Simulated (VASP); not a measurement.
# Al2O3 (R-3c) in VASP: further runs, part 2 of 2

VASP 6.6.1. Earlier steps stand in the parts before.

## 3. Single point, BLYP+D3(BJ)

This run uses another cell than the first one, of 7.99 Å³/atom.

File INCAR:

```
AGGAC = 1.0
AGGAX = 1.0
ALDAC = 0.0
ALDAX = 1.0
ALGO = Normal
EDIFF = 1E-6
ENCUT = 520
GGA = B5
ISIF = 2
ISMEAR = -1
IVDW = 12
LASPH = True
LCHARG = False
LREAL = False
LWAVE = False
NBANDS = 35
NELM = 100
PREC = Accurate
SIGMA = 0.05
VDW_A1 = 0.4298
VDW_A2 = 4.2359
VDW_S6 = 1.0
VDW_S8 = 2.6996
```

File KPOINTS:

```
k-points
0
Gamma
  7 7 7
```

File POSCAR:

```
Al2O3
1.0
    2.3316598353      1.3461844335      4.2434364115
   -2.3316598353      1.3461844335      4.2434364115
    0.0000000000     -2.6923688671      4.2434364115
Al O
4 6
Direct
    0.8521600000      0.8521600000      0.8521600000
    0.6478400000      0.6478400000      0.6478400000
    0.1478400000      0.1478400000      0.1478400000
    0.3521600000      0.3521600000      0.3521600000
    0.0566800000      0.7500000000      0.4433200000
    0.7500000000      0.4433200000      0.0566800000
    0.4433200000      0.0566800000      0.7500000000
    0.9433200000      0.2500000000      0.5566800000
    0.2500000000      0.5566800000      0.9433200000
    0.5566800000      0.9433200000      0.2500000000
```

Potentials or basis: VASP PAW PBE potentials, release 64 (Al, O).

Run with:

```sh
$ cat potpaw_PBE.64/Al/POTCAR potpaw_PBE.64/O/POTCAR > POTCAR
$ mpirun -np 1 vasp_std > vasp.out
```

OUTCAR:

```text
EDIFF = 1E-6
   ENCUT = 520
   GGA = B5
   ISIF = 2
   ISMEAR = -1
   IVDW = 12
   LASPH = True
   LREAL = False
   NELM = 100
   PREC = Accurate
 IVDW          = 12

 ion  position               nearest neighbor table
   1  0.852  0.852  0.852-   8 1.82  10 1.82   9 1.82   6 1.93   5 1.93   7 1.93   2 2.60   3 2.73
                             3 2.73   3 2.73   2 3.15   2 3.15   2 3.15
   2  0.648  0.648  0.648-   9 1.82  10 1.82   8 1.82   5 1.93   6 1.93   7 1.93   1 2.60   4 2.73
                             4 2.73   4 2.73   1 3.15   1 3.15   1 3.15
   3  0.148  0.148  0.148-   5 1.82   7 1.82   6 1.82   9 1.93   8 1.93  10 1.93   4 2.60   1 2.73
                             1 2.73   1 2.73   4 3.15   4 3.15   4 3.15
   4  0.352  0.352  0.352-   6 1.82   7 1.82   5 1.82   8 1.93   9 1.93  10 1.93   3 2.60   2 2.73
                             2 2.73   2 2.73   3 3.15   3 3.15   3 3.15
   5  0.057  0.750  0.443-   3 1.82   4 1.82   2 1.93   1 1.93
   6  0.750  0.443  0.057-   4 1.82   3 1.82   1 1.93   2 1.93
   7  0.443  0.057  0.750-   3 1.82   4 1.82   1 1.93   2 1.93
   8  0.943  0.250  0.557-   1 1.82   2 1.82   4 1.93   3 1.93
   9  0.250  0.557  0.943-   2 1.82   1 1.82   3 1.93   4 1.93
  10  0.557  0.943  0.250-   1 1.82   2 1.82   3 1.93   4 1.93

  LATTYP: Found a trigonal (rhomboedric) cell.
 ALAT       =     5.0254952686
 COS(alpha) =     0.5694707703

  Lattice vectors:

 A1 = (   2.3316598353,   1.3461844335,   4.2434364115)
 A2 = (  -2.3316598353,   1.3461844335,   4.2434364115)
 A3 = (   0.0000000000,  -2.6923688671,   4.2434364115)

Analysis of symmetry for initial positions (statically):
=====================================================================
 Subroutine PRICEL returns:
 Original cell was already a primitive cell.

 Routine SETGRP: Setting up the symmetry group for a
 trigonal (rhombohedral) supercell.

 Subroutine GETGRP returns: Found 12 space group operations
 (whereof  6 operations were pure point group operations)
[... 161 lines left out ...]
   AEXX    =    0.0000 exact exchange contribution
   IVDW    =    12    specifies the selected vdW correction
   LEPSILON=     F    determine dielectric tensor
   LRPA    =     F    only Hartree local field effects (RPA)
 non-spin polarized calculation
  energy-cutoff  :      520.00
  volume of cell :       79.92
 maximum number of plane-waves:      2170
 NGX is ok and might be reduce to    40
   NGX = 19   NGY = 19   NGZ = 19

 number of electron      47.9999997 magnetization

 Free energy of the ion-electron system (eV)
  ---------------------------------------------------
  ext. energy  EPLUGINS =         0.00000000
  ---------------------------------------------------
  free energy    TOTEN  =       -70.49540626 eV

  energy without entropy =      -70.49540626  energy(sigma->0) =      -70.49540626

 E-fermi :   8.2284     XC(G=0): -11.4290

 val. band max:        7.1976070872   @ k =   0.0000   0.0000   0.0000
 cond. band min:      14.4923262789   @ k =   0.0000   0.0000   0.0000
 fundamental gap:      7.2947191917
 Fermi energy:         8.2284334005

 k-point     1 :       0.0000    0.0000    0.0000
  band No.  band energies     occupation
      1     -12.4045      2.00000
      2      -9.8485      2.00000
      3      -9.5358      2.00000
      4      -9.5358      2.00000
      5      -9.2030      2.00000
      6      -9.2030      2.00000
[... 901 lines left out ...]
     34      21.5861      0.00000
     35      21.8463      0.00000

 [... further k-points ...]

------------------------ aborting loop because EDIFF is reached ----------------------------------------

 Edisp (eV)   -5.39997

 E8    (eV) :    -3.7034

  FORCE on cell =-STRESS in cart. coord.  units (eV):
  Direction    XX          YY          ZZ          XY          YZ          ZX
  --------------------------------------------------------------------------------------
  -------------------------------------------------------------------------------------
  Total      10.11157    10.11157     9.28890     0.00000    -0.00000     0.00000
  in kB     202.71717   202.71717   186.22431     0.00000    -0.00000     0.00000
  external pressure =      197.22 kB  Pullay stress =        0.00 kB

 VOLUME and BASIS-vectors are now :
 -----------------------------------------------------------------------------
  energy-cutoff  :      520.00
  volume of cell :       79.92
      direct lattice vectors                 reciprocal lattice vectors
     2.331659835  1.346184433  4.243436412     0.214439513  0.123806711  0.078552687
    -2.331659835  1.346184433  4.243436412    -0.214439513  0.123806711  0.078552687
     0.000000000 -2.692368867  4.243436412     0.000000000 -0.247613421  0.078552687

 POSITION                                       TOTAL-FORCE (eV/Angst)
 -----------------------------------------------------------------------------------
      0.00000     -0.00000     10.84826        -0.000000      0.000000     -0.031843
      0.00000     -0.00000      8.24720        -0.000000     -0.000000      0.031843
      0.00000     -0.00000      1.88205        -0.000000     -0.000000      0.031843
      0.00000     -0.00000      4.48311        -0.000000      0.000000     -0.031843
     -1.61659     -0.10764      5.30430         0.045903      0.079507      0.000000
      0.71507      1.45383      5.30430         0.045903     -0.079507      0.000000
      0.90151     -1.34618      5.30430        -0.091807      0.000000     -0.000000
      1.61659      0.10764      7.42601        -0.045903     -0.079507      0.000000
     -0.71507     -1.45383      7.42601        -0.045903      0.079507      0.000000
     -0.90151      1.34618      7.42601         0.091807      0.000000     -0.000000
 -----------------------------------------------------------------------------------
    total drift:                               -0.000000      0.000000     -0.000000

  FREE ENERGIE OF THE ION-ELECTRON SYSTEM (eV)
  ---------------------------------------------------
  free  energy   TOTEN  =       -75.8953790629 eV

  energy  without entropy=      -75.8953790627  energy(sigma->0) =      -75.89537906
```

OSZICAR:

```text
N       E                     dE             d eps       ncg     rms          rms(c)
DAV:   1     0.231472734045E+03    0.23147E+03   -0.25922E+04  3080   0.132E+03
DAV:   2    -0.688459203339E+02   -0.30032E+03   -0.29259E+03  3939   0.294E+02
DAV:   3    -0.807302607031E+02   -0.11884E+02   -0.11848E+02  3992   0.594E+01
DAV:   4    -0.808224964437E+02   -0.92236E-01   -0.92190E-01  3824   0.601E+00
DAV:   5    -0.808236651654E+02   -0.11687E-02   -0.11686E-02  3873   0.674E-01    0.197E+01
DAV:   6    -0.704525341520E+02    0.10371E+02   -0.35329E+01  3721   0.323E+01    0.570E+00
DAV:   7    -0.704930512802E+02   -0.40517E-01   -0.13274E+00  3728   0.560E+00    0.335E+00
DAV:   8    -0.704953838195E+02   -0.23325E-02   -0.11355E-01  3695   0.248E+00    0.797E-01
DAV:   9    -0.704950905088E+02    0.29331E-03   -0.28558E-02  3984   0.899E-01    0.259E-01
DAV:  10    -0.704953938522E+02   -0.30334E-03   -0.80818E-04  3558   0.169E-01    0.737E-02
DAV:  11    -0.704954056184E+02   -0.11766E-04   -0.11996E-04  3840   0.698E-02    0.305E-02
DAV:  12    -0.704954067057E+02   -0.10872E-05   -0.31356E-06  3460   0.120E-02    0.103E-02
DAV:  13    -0.704954062552E+02    0.45050E-06   -0.11444E-06  2352   0.650E-03
   1 F= -.75895379E+02 E0= -.75895379E+02  d E =-.104966E-09
```

Wall time 3.7 min (1 thread of Intel Xeon 8259CL, shared host); peak memory 0.29 GiB.

What came out:

- Free energy: -75.8954 eV
- Pressure: 19.7 GPa
- Largest force: 0.092 eV/Å
- Band gap on the k mesh: 7.29 eV
- Dispersion energy per atom: -0.540 eV

Forces on the atoms (eV/Å):
```
Al   0.000  0.000 -0.032
Al   0.000  0.000  0.032
Al   0.000  0.000  0.032
Al   0.000  0.000 -0.032
O    0.046  0.080  0.000
O    0.046 -0.080  0.000
O   -0.092  0.000  0.000
O   -0.046 -0.080  0.000
O   -0.046  0.080  0.000
O    0.092  0.000  0.000
```

Caveat: the cell stands under pressure; the PAW data sets were made with another functional, which shifts forces and pressure a little. A k mesh can miss the band edges.

## 4. Single point, BLYP+D3(BJ)

This run uses another cell than the first one, of 8.16 Å³/atom.

INCAR, as its differences from that of step 3:

```diff
@@ -11,8 +11,10 @@
 IVDW = 12
-LASPH = True
-LCHARG = False
-LREAL = False
-LWAVE = False
+LASPH = T
+LCHARG = T
+LELF = T
+LREAL = F
+LVHAR = T
+LWAVE = F
 NBANDS = 35
-NELM = 100
+NELM = 60
 PREC = Accurate
```

KPOINTS is that of step 3.

POSCAR, as its differences from that of step 3:

```diff
@@ -2,5 +2,5 @@
 1.0
-    2.3316598353      1.3461844335      4.2434364115
-   -2.3316598353      1.3461844335      4.2434364115
-    0.0000000000     -2.6923688671      4.2434364115
+    2.3480805160      1.3556649179      4.2733207511
+   -2.3480805160      1.3556649179      4.2733207511
+    0.0000000000     -2.7113298360      4.2733207511
 Al O
```

Potentials or basis: VASP PAW PBE potentials, release 64 (Al, O).

Run with:

```sh
$ cat potpaw_PBE.64/Al/POTCAR potpaw_PBE.64/O/POTCAR > POTCAR
$ mpirun -np 1 vasp_std > vasp.out
```

OUTCAR:

```text
EDIFF = 1E-6
   ENCUT = 520
   GGA = B5
   ISIF = 2
   ISMEAR = -1
   IVDW = 12
   LASPH = T
   LREAL = F
   NELM = 60
   PREC = Accurate
 IVDW          = 12

 ion  position               nearest neighbor table
   1  0.852  0.852  0.852-   8 1.83  10 1.83   9 1.83   6 1.95   5 1.95   7 1.95   2 2.62   3 2.75
                             3 2.75   3 2.75   2 3.18   2 3.18   2 3.18
   2  0.648  0.648  0.648-   9 1.83  10 1.83   8 1.83   5 1.95   6 1.95   7 1.95   1 2.62   4 2.75
                             4 2.75   4 2.75   1 3.18   1 3.18   1 3.18
   3  0.148  0.148  0.148-   5 1.83   7 1.83   6 1.83   9 1.95   8 1.95  10 1.95   4 2.62   1 2.75
                             1 2.75   1 2.75   4 3.18   4 3.18   4 3.18
   4  0.352  0.352  0.352-   6 1.83   7 1.83   5 1.83   8 1.95   9 1.95  10 1.95   3 2.62   2 2.75
                             2 2.75   2 2.75   3 3.18   3 3.18   3 3.18
   5  0.057  0.750  0.443-   3 1.83   4 1.83   2 1.95   1 1.95
   6  0.750  0.443  0.057-   4 1.83   3 1.83   1 1.95   2 1.95
   7  0.443  0.057  0.750-   3 1.83   4 1.83   1 1.95   2 1.95
   8  0.943  0.250  0.557-   1 1.83   2 1.83   4 1.95   3 1.95
   9  0.250  0.557  0.943-   2 1.83   1 1.83   3 1.95   4 1.95
  10  0.557  0.943  0.250-   1 1.83   2 1.83   3 1.95   4 1.95
[... 1119 lines left out ...]
     34      21.1245      0.00000
     35      21.4075      0.00000

 [... further k-points ...]

------------------------ aborting loop because EDIFF is reached ----------------------------------------

 Edisp (eV)   -5.28468

 E8    (eV) :    -3.6243

  FORCE on cell =-STRESS in cart. coord.  units (eV):
  Direction    XX          YY          ZZ          XY          YZ          ZX
  --------------------------------------------------------------------------------------
  -------------------------------------------------------------------------------------
  Total       6.94109     6.94109     6.35039     0.00000    -0.00000     0.00000
  in kB     136.25624   136.25624   124.66056     0.00000    -0.00000     0.00000
  external pressure =      132.39 kB  Pullay stress =        0.00 kB

 VOLUME and BASIS-vectors are now :
 -----------------------------------------------------------------------------
  energy-cutoff  :      520.00
  volume of cell :       81.62
      direct lattice vectors                 reciprocal lattice vectors
     2.348080516  1.355664918  4.273320751     0.212939887  0.122940901  0.078003350
    -2.348080516  1.355664918  4.273320751    -0.212939887  0.122940901  0.078003350
     0.000000000 -2.711329836  4.273320751     0.000000000 -0.245881802  0.078003350

 POSITION                                       TOTAL-FORCE (eV/Angst)
 -----------------------------------------------------------------------------------
      0.00000     -0.00000     10.92466         0.000000      0.000000     -0.011362
      0.00000     -0.00000      8.30528         0.000000     -0.000000      0.011362
      0.00000     -0.00000      1.89530         0.000000     -0.000000      0.011362
      0.00000     -0.00000      4.51468         0.000000      0.000000     -0.011362
     -1.62797     -0.10840      5.34165         0.034204      0.059243      0.000000
      0.72011      1.46406      5.34165         0.034204     -0.059243      0.000000
      0.90786     -1.35566      5.34165        -0.068408      0.000000      0.000000
      1.62797      0.10840      7.47831        -0.034204     -0.059243      0.000000
     -0.72011     -1.46406      7.47831        -0.034204      0.059243      0.000000
     -0.90786      1.35566      7.47831         0.068408      0.000000      0.000000
 -----------------------------------------------------------------------------------
    total drift:                               -0.000000      0.000000     -0.000000

  FREE ENERGIE OF THE ION-ELECTRON SYSTEM (eV)
  ---------------------------------------------------
  free  energy   TOTEN  =       -76.0729544592 eV

  energy  without entropy=      -76.0729544592  energy(sigma->0) =      -76.07295446
```

stdout:

```text
POSCAR found type information on POSCAR AlO
 POSCAR found :  2 types and      10 ions
 scaLAPACK will be used
 -----------------------------------------------------------------------------
|                                                                             |
|                                                                             |
|     You enforced a specific xc type in the INCAR file but a different       |
|     I HOPE YOU KNOW WHAT YOU ARE DOING!                                     |
|                                                                             |
 -----------------------------------------------------------------------------

 LDA part: xc-table for (Slater(with rela. corr.)+VWN5), standard interpolation
 POSCAR, INCAR and KPOINTS ok, starting setup
 FFT: planning ... GRIDC
 FFT: planning ... GRID_SOFT
 FFT: planning ... GRID
 WAVECAR not read
 entering main loop
```

It took 3.9 min on 1 thread of Intel Xeon 8259CL, shared host; peak memory 0.29 GiB.

Results:

| Property | Result |
| --- | --- |
| Free energy | -76.0730 eV |
| Pressure | 13.2 GPa |
| Largest force | 0.068 eV/Å |
| Band gap on the k mesh | 7.01 eV |
| Dispersion energy per atom | -0.528 eV |

Forces on the atoms (eV/Å):
```
Al   0.000  0.000 -0.011
Al   0.000  0.000  0.011
Al   0.000  0.000  0.011
Al   0.000  0.000 -0.011
O    0.034  0.059  0.000
O    0.034 -0.059  0.000
O   -0.068  0.000  0.000
O   -0.034 -0.059  0.000
O   -0.034  0.059  0.000
O    0.068  0.000  0.000
```

Stress tensor (GPa, compression positive):
```
13.63  0.00  0.00
 0.00 13.63  0.00
 0.00  0.00 12.47
```

Caveat: the cell stands under pressure; the PAW data sets were made with another functional, which shifts forces and pressure a little. A k mesh can miss the band edges.

## 5. Single point, PBE

This run uses another cell than the first one, of 8.16 Å³/atom.

File INCAR:

```
SYSTEM = Al2O3
PREC = Accurate ; ENCUT = 520
EDIFF = 1E-7 ; ISMEAR = -1
SIGMA = 0.05 ; LREAL = .False.
LASPH = .True. ; NELM = 100
ALGO = Normal ; ISIF = 2
LWAVE = .False. ; LCHARG = .False.
GGA = PE ; NBANDS = 35
```

File KPOINTS:

```
Automatic mesh
0
Gamma
  7 7 7
  0 0 0
```

POSCAR is that of step 4.

Run with:

```sh
$ cat potpaw_PBE.64/Al/POTCAR potpaw_PBE.64/O/POTCAR > POTCAR
$ mpirun -np 1 vasp_std > vasp.out
```

Wall time 4.2 min (1 thread of Intel Xeon 8259CL, shared host); peak memory 0.28 GiB.

The run converged. Its results:

```yaml
Free_energy: -74.4753 eV
Pressure: 18.7 GPa
Largest_force: 0.055 eV/Å
Band_gap_on_the_k_mesh: 6.74 eV
```

Forces in eV/Å, atoms in the order of the input:
```
Al   0.000  0.000 -0.055
Al   0.000  0.000  0.055
Al   0.000  0.000  0.055
Al   0.000  0.000 -0.055
O    0.007  0.012  0.000
O    0.007 -0.012  0.000
O   -0.014  0.000  0.000
O   -0.007 -0.012  0.000
O   -0.007  0.012  0.000
O    0.014  0.000  0.000
```

Stress tensor (GPa, compression positive):
```
19.25  0.00  0.00
 0.00 19.25  0.00
 0.00  0.00 17.73
```

Levels at points of the mesh, in eV from the valence-band top:
```csv
k point,band 20,band 21,band 22,band 23,band 24,band 25,band 26,band 27,band 28,band 29
"(0.00, 0.00, 0.00)",-0.55,-0.55,-0.05,-0.05,0.00,6.74,9.46,11.26,11.89,11.89
```

Caveat: the cell stands under pressure.

## 6. Summary

```csv
level,cell,gap on the mesh (eV),pressure (GPa),largest force (eV/Å)
r2SCAN,"a = 5.130 Å, angles 55.3°, 10 atoms, atomic positions A",7.15,-0.5,0.02
BLYP+D3(BJ),"a = 5.025 Å, angles 55.3°, 10 atoms, atomic positions B",7.29,19.7,0.09
BLYP+D3(BJ),"a = 5.061 Å, angles 55.3°, 10 atoms, atomic positions B",7.01,13.2,0.07
PBE,"a = 5.061 Å, angles 55.3°, 10 atoms, atomic positions B",6.74,18.7,0.06
```

Alike in all rows: task single point; potentials or basis VASP PAW PBE potentials, release 64 (Al, O); no spin polarisation; k mesh 7 × 7 × 7; cutoff (eV) 520; smearing fermi-dirac 0.05 eV.

Caveats: the PAW data sets were made with another functional, which shifts forces and pressure a little (at least some runs); the cell stands under pressure (at least some runs).

Total energies depend on the potentials used, so only differences within one code and one set of settings carry meaning.

## 7. How close it comes

Step 2. Against the measured gap of Al2O3, 8.7 eV (optical; quoted in “Multi-petahertz electron interference in Cr:Al2O3 solid-state material”, 2018, pmc:5906618), the calculated 7.15 eV is off by -1.55 eV. The value is that of r2SCAN on a finite k mesh, which can miss the band edges, without temperature or zero-point motion.
